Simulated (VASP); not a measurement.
# TePb (F-43m) in VASP: further runs

The runs below take TePb through single point, with PBE, HSE06.

All numbers are computed with VASP 6.6.1; they aren't measurements. Logs are shortened: lines on timing, memory, paths and dates and some standing lists are left out, and cuts for length are marked.

**1. The cell of the first run**

It takes space group F-43m (No. 216, cubic). The conventional cell has a = 7.283 Å, b = 7.283 Å, c = 7.283 Å, α = 90.00°, β = 90.00°, γ = 90.00°. Pb (site symmetry -43m) has 4 Te at 3.15 Å within 4.1 Å. Te (site symmetry -43m) has 4 Pb at 3.15 Å within 4.1 Å.

**2. Single point, PBE**

INCAR reads:

```
ALGO = Normal
EDIFF = 1E-7
ENCUT = 520
GGA = PE
ISIF = 2
ISMEAR = 0
LASPH = True
LCHARG = False
LREAL = False
LWAVE = False
NBANDS = 17
NELM = 100
PREC = Accurate
SIGMA = 0.01
```

KPOINTS reads:

```
k-points
0
Gamma
  4 4 4
```

POSCAR reads:

```
TePb
1.0
    0.0000000000      3.6414940692      3.6414940692
    3.6414940692      0.0000000000      3.6414940692
    3.6414940692      3.6414940692      0.0000000000
Pb Te
1 1
Direct
    0.0000000000      0.0000000000      0.0000000000
    0.2500000000      0.2500000000      0.2500000000
```

Potentials or basis: VASP PAW PBE potentials, release 64 (Pb_d, Te).

Launch:

```
> cat potpaw_PBE.64/Pb_d/POTCAR potpaw_PBE.64/Te/POTCAR > POTCAR
> mpirun -np 1 vasp_std > vasp.out
```

OUTCAR:

```text
EDIFF = 1E-7
   ENCUT = 520
   GGA = PE
   ISIF = 2
   ISMEAR = 0
   LASPH = True
   LREAL = False
   NELM = 100
   PREC = Accurate

 ion  position               nearest neighbor table
   1  0.000  0.000  0.000-   2 3.15   2 3.15   2 3.15   2 3.15
   2  0.250  0.250  0.250-   1 3.15   1 3.15   1 3.15   1 3.15

  LATTYP: Found a face centered cubic cell.
 ALAT       =     7.2829881384

  Lattice vectors:

 A1 = (   0.0000000000,   3.6414940692,   3.6414940692)
 A2 = (   3.6414940692,   0.0000000000,   3.6414940692)
 A3 = (   3.6414940692,   3.6414940692,   0.0000000000)

Analysis of symmetry for initial positions (statically):
=====================================================================
 Subroutine PRICEL returns:
 Original cell was already a primitive cell.

 Routine SETGRP: Setting up the symmetry group for a
 face centered cubic supercell.

 Subroutine GETGRP returns: Found 24 space group operations
 (whereof 24 operations were pure point group operations)
 out of a pool of 48 trial point group operations.

The static configuration has the point symmetry T_d .

Analysis of symmetry for dynamics (positions and initial velocities):
=====================================================================
 Subroutine PRICEL returns:
 Original cell was already a primitive cell.

 Routine SETGRP: Setting up the symmetry group for a
 face centered cubic supercell.

 Subroutine GETGRP returns: Found 24 space group operations
 (whereof 24 operations were pure point group operations)
 out of a pool of 48 trial point group operations.

The dynamic configuration has the point symmetry T_d .

 Subroutine INISYM returns: Found 24 space group operations
 (whereof 24 operations are pure point group operations),
 and found     1 'primitive' translations

----------------------------------------------------------------------------------------

                                     Primitive cell

  volume of cell :      96.5759

  direct lattice vectors                    reciprocal lattice vectors
     0.000000000  3.641494069  3.641494069    -0.137306279  0.137306279  0.137306279
     3.641494069  0.000000000  3.641494069     0.137306279 -0.137306279  0.137306279
     3.641494069  3.641494069  0.000000000     0.137306279  0.137306279 -0.137306279

  length of vectors
     5.149850300  5.149850300  5.149850300     0.237821451  0.237821451  0.237821451

  position of ions in fractional coordinates (direct lattice)
     0.000000000  0.000000000  0.000000000
[... 60 lines left out ...]
   NELM   =    100;   NELMIN=  2; NELMDL= -5     # of ELM steps
   EDIFF  = 0.1E-06   stopping-criterion for ELM
   LREAL  =      F    real-space projection
   EDIFFG = 0.1E-05   stopping-criterion for IOM
   NSW    =      0    number of steps for IOM
   IBRION =     -1    ionic relax: 0-MD 1-quasi-New 2-CG
   NFREE  =      0    steps in history (QN), initial steepest desc. (CG)
   ISIF   =      2    stress and relaxation
   ISYM   =      2    0-nonsym 1-usesym 2-fastsym
   POTIM  = 0.5000    time-step for ionic-motion
   TEBEG  =    0.0;   TEEND  =   0.0 temperature during run
   PSTRESS=    0.0 pullay stress
   NELECT =      20.0000    total number of electrons
   NUPDOWN=      -1.0000    fix difference up-down
   EMIN   =  10.00;   EMAX   =-10.00  energy-range for DOS
   EFERMI =   0.00;   METHOD = LEGACY
   ISMEAR =     0;   SIGMA  =   0.01  broadening in eV -4-tet -1-fermi 0-gaus
   EFERMI_NEDOS =   21; number of points for ismear=-14 and -15
   IALGO  =     38    algorithm
   IMIX   =      4    mixing-type and parameters
     AMIX     =   0.40;   BMIX     =  1.00
     AMIX_MAG =   1.60;   BMIX_MAG =  1.00
  volume/ion in A,a.u.               =      48.29       325.86
  Fermi-wavevector in a.u.,A,eV,Ry     =   0.968565  1.830322 12.763860  0.938117
  Thomas-Fermi vector in A             =   2.098544
   LORBIT       =      0    0 simple, 1 ext, 2 COOP (PROOUT), +10 PAW based schemes
   GGA     = PE    functional components
   LHFCALC =     F    Hartree Fock is set to
   AEXX    =    0.0000 exact exchange contribution
   IVDW    =     0    specifies the selected vdW correction
   LEPSILON=     F    determine dielectric tensor
   LRPA    =     F    only Hartree local field effects (RPA)
 non-spin polarized calculation
 Gauss-broadening in eV      SIGMA  =   0.01
  energy-cutoff  :      520.00
  volume of cell :       96.58
 maximum number of plane-waves:      2637
 NGX is ok and might be reduce to    40
   NGX = 19   NGY = 19   NGZ = 19

 number of electron      20.0000000 magnetization

 Free energy of the ion-electron system (eV)
  ---------------------------------------------------
  ext. energy  EPLUGINS =         0.00000000
  ---------------------------------------------------
  free energy    TOTEN  =        -7.15061383 eV

  energy without entropy =       -7.15061383  energy(sigma->0) =       -7.15061383

 E-fermi :   2.8746     XC(G=0):  -7.4501

 val. band max:        2.7954794395   @ k =  -0.2500   0.5000   0.2500
 cond. band min:       3.3840503861   @ k =   0.5000   0.5000   0.0000
 fundamental gap:      0.5885709466
 Fermi energy:         2.8746351938

 k-point     1 :       0.0000    0.0000    0.0000
  band No.  band energies     occupation
      1     -14.1518      2.00000
      2     -14.1518      2.00000
      3     -14.1518      2.00000
      4     -14.1284      2.00000
      5     -14.1284      2.00000
      6      -8.5934      2.00000
[... 137 lines left out ...]
      4     -14.1298      2.00000
      5     -14.1270      2.00000
      6      -7.5221      2.00000
[... 9 lines left out ...]
     16      10.9912      0.00000
     17      11.1677      0.00000

------------------------ aborting loop because EDIFF is reached ----------------------------------------

  FORCE on cell =-STRESS in cart. coord.  units (eV):
  Direction    XX          YY          ZZ          XY          YZ          ZX
  --------------------------------------------------------------------------------------
  -------------------------------------------------------------------------------------
  Total        0.2757466      0.2757466      0.2757466      0.0000000     -0.0000000      0.0000000
  in kB        4.5745876      4.5745876      4.5745876      0.0000000     -0.0000000      0.0000000
  external PRESSURE =       4.5745876 kB  Pullay stress =       0.0000000 kB

 VOLUME and BASIS-vectors are now :
 -----------------------------------------------------------------------------
  energy-cutoff  :      520.00
  volume of cell :       96.58
      direct lattice vectors                 reciprocal lattice vectors
     0.000000000  3.641494069  3.641494069    -0.137306279  0.137306279  0.137306279
     3.641494069  0.000000000  3.641494069     0.137306279 -0.137306279  0.137306279
     3.641494069  3.641494069  0.000000000     0.137306279  0.137306279 -0.137306279

 POSITION                                       TOTAL-FORCE (eV/Angst)
 -----------------------------------------------------------------------------------
      0.00000      0.00000      0.00000         0.000000     -0.000000      0.000000
      1.82075      1.82075      1.82075        -0.000000      0.000000     -0.000000
 -----------------------------------------------------------------------------------
    total drift:                                0.000000      0.000000      0.000000

  FREE ENERGIE OF THE ION-ELECTRON SYSTEM (eV)
  ---------------------------------------------------
  free  energy   TOTEN  =        -7.1506138345 eV

  energy  without entropy=       -7.1506138345  energy(sigma->0) =       -7.15061383
```

OSZICAR:

```text
N       E                     dE             d eps       ncg     rms          rms(c)
DAV:   1     0.156440789311E+03    0.15644E+03   -0.85248E+03   272   0.103E+03
DAV:   2     0.451644947900E+01   -0.15192E+03   -0.14752E+03   297   0.278E+02
DAV:   3    -0.700710223739E+01   -0.11524E+02   -0.11486E+02   364   0.861E+01
DAV:   4    -0.735420564726E+01   -0.34710E+00   -0.34701E+00   327   0.188E+01
DAV:   5    -0.736292067708E+01   -0.87150E-02   -0.87149E-02   377   0.239E+00    0.337E+00
DAV:   6    -0.715124793626E+01    0.21167E+00   -0.52360E-01   367   0.391E+00    0.210E+00
DAV:   7    -0.714594212025E+01    0.53058E-02   -0.11981E-01   284   0.134E+00    0.100E+00
DAV:   8    -0.714955871590E+01   -0.36166E-02   -0.12605E-02   307   0.954E-01    0.223E-01
DAV:   9    -0.715011261793E+01   -0.55390E-03   -0.26499E-03   297   0.355E-01    0.662E-02
DAV:  10    -0.715046747448E+01   -0.35486E-03   -0.58277E-04   306   0.120E-01    0.386E-02
DAV:  11    -0.715060812954E+01   -0.14066E-03   -0.21960E-04   297   0.648E-02    0.268E-02
DAV:  12    -0.715061153631E+01   -0.34068E-05   -0.81088E-06   395   0.225E-02    0.144E-02
DAV:  13    -0.715061341264E+01   -0.18763E-05   -0.36193E-06   289   0.788E-03    0.452E-03
DAV:  14    -0.715061359533E+01   -0.18269E-06   -0.26865E-07   300   0.467E-03    0.220E-03
DAV:  15    -0.715061376667E+01   -0.17134E-06   -0.99726E-08   225   0.220E-03    0.165E-03
DAV:  16    -0.715061383454E+01   -0.67871E-07   -0.14392E-08   228   0.117E-03
   1 F= -.71506138E+01 E0= -.71506138E+01  d E =-.325159E-30
```

It took 27 s on 1 thread of AMD EPYC 7R43 (Zen 3), shared host; peak memory 0.19 GiB.

Results:

```yaml
Free_energy: -7.1506 eV
Pressure: 0.5 GPa
Band_gap_on_the_k_mesh: 0.59 eV (least direct gap 1.19 eV)
```

Levels at points of the mesh, in eV from the valence-band top:
| k point | band 6 | band 7 | band 8 | band 9 | band 10 | band 11 | band 12 | band 13 | band 14 | band 15 |
| --- | --- | --- | --- | --- | --- | --- | --- | --- | --- | --- |
| (0.00, 0.00, 0.00) | -11.39 | -6.24 | -1.46 | -1.46 | -1.46 | 1.52 | 1.52 | 1.52 | 4.11 | 7.05 |
| (0.50, 0.00, 0.00) | -10.68 | -7.86 | -2.01 | -2.01 | -1.94 | 2.33 | 2.33 | 3.72 | 5.80 | 6.84 |
| (0.50, 0.50, 0.00) | -10.32 | -8.36 | -2.68 | -2.68 | -0.60 | 0.59 | 4.39 | 4.39 | 5.66 | 6.99 |

Caveat: spin-orbit coupling is left out, which moves the levels of the heavy elements.

**3. Single point, HSE06**

POSCAR is that of step 2.

INCAR.step1 reads:

```
SYSTEM = TePb
PREC = Accurate
ENCUT = 520
EDIFF = 1E-5
ISMEAR = 0
SIGMA = 0.01
LREAL = .FALSE.
LASPH = .TRUE.
NELM = 100
ALGO = Normal
ISIF = 2
LWAVE = .TRUE.
LCHARG = .FALSE.
NBANDS = 17
GGA = PE
```

INCAR.step2 reads:

```
SYSTEM = TePb
PREC = Accurate
ENCUT = 520
EDIFF = 1E-7
ISMEAR = 0
SIGMA = 0.01
LREAL = .FALSE.
LASPH = .TRUE.
NELM = 100
ALGO = Normal
ISIF = 2
LWAVE = .FALSE.
LCHARG = .FALSE.
GGA = PE
LHFCALC = .TRUE.
HFSCREEN = 0.2079
PRECFOCK = Normal
NBANDS = 17
ISTART = 1
```

KPOINTS reads:

```
regular mesh
0
G
  4 4 4
  0 0 0
```

Potentials or basis: VASP PAW PBE potentials, release 64 (Pb_d, Te).

Launch:

```
> cat potpaw_PBE.64/Pb_d/POTCAR potpaw_PBE.64/Te/POTCAR > POTCAR
> cp INCAR.step1 INCAR
> mpirun -np 1 vasp_std > vasp.out
> cp INCAR.step2 INCAR
> mpirun -np 1 vasp_std > vasp.out
```

It took 49 min on 1 thread of AMD EPYC 7R43 (Zen 3), shared host; peak memory 0.31 GiB.

The run converged. Its results:

```yaml
Free_energy: -8.5355 eV
Pressure: -0.1 GPa
Band_gap_on_the_k_mesh: 0.96 eV (least direct gap 1.62 eV)
```

Levels at points of the mesh, in eV from the valence-band top:
```
           k point  band 6  band 7  band 8  band 9  band 10  band 11  band 12  band 13  band 14  band 15
(0.00, 0.00, 0.00)  -12.54   -6.63   -1.70   -1.70    -1.70     1.97     1.97     1.97     4.56     7.72
(0.50, 0.00, 0.00)  -11.75   -8.53   -2.29   -2.29    -2.08     2.84     2.84     4.32     6.32     7.45
(0.50, 0.50, 0.00)  -11.35   -9.08   -3.03   -3.03    -0.66     0.96     5.10     5.10     6.23     7.61
```

Caveat: the PAW data sets were made with another functional, which shifts forces and pressure a little; spin-orbit coupling is left out, which moves the levels of the heavy elements.
